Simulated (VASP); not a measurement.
## InSb3: single point with PBE+D3(BJ)

Crystal: InSb3.

```xyz
4
Lattice="4.3546 0.0000 0.0000 0.0000 4.3546 0.0000 0.0000 0.0000 4.5440" Properties=species:S:1:pos:R:3 pbc="T T T"
In    0.0000    0.0000    0.0000
Sb    2.1773    0.0000    2.2720
Sb    0.0000    2.1773    2.2720
Sb    2.1773    2.1773    0.0000
```

This cell differs from its parent crystal: strain -0.080 along x and y, -0.040 along z.

```yaml
Program: VASP 6.6.1
Task: single point
Functional: PBE
Dispersion: D3(BJ)
Potentials_or_basis: VASP PAW PBE potentials, release 64 (In_d, Sb)
Cutoff: 520 eV
k_mesh: 10 × 10 × 10
Occupations: gaussian, width 0.15 eV
Spin: no spin polarisation
```

```json
{"Pressure": "19.6 GPa", "Band gap on the k mesh": "zero (bands 14 and 15 overlap by 5.97 eV)", "Dispersion energy per atom": "-0.590 eV"}
```

Stress tensor (GPa, compression positive):
```
19.77  0.00  0.00
 0.00 19.77  0.00
 0.00  0.00 19.13
```

Levels at points of the mesh, in eV from the Fermi level:
```tsv
k point	band 12	band 13	band 14	band 15	band 16	band 17
(0.00, 0.00, 0.00)	-3.65	0.47	0.47	0.52	1.91	2.11
(0.50, 0.00, 0.00)	-3.16	-2.73	-1.66	-1.49	2.60	2.85
(0.50, 0.50, 0.00)	-2.09	-2.09	-1.65	-1.65	-0.53	0.41
(0.00, 0.00, 0.50)	-2.88	-2.88	-1.40	-1.30	2.87	3.14
(0.50, 0.00, 0.50)	-1.50	-1.50	-1.43	-1.34	0.18	0.77
(0.50, 0.50, 0.50)	-6.56	-5.48	4.32	4.66	4.66	5.26
```

Wall time 55 s on 1 thread of Intel(R) Xeon(R) 6975P-C (Granite Rapids), on a shared host, peak memory 0.35 GiB.

Caveat: the cell differs from its parent crystal (strain -0.080 along x and y, -0.040 along z); the cell stands under pressure; spin-orbit coupling is left out, which moves the levels of the heavy elements.
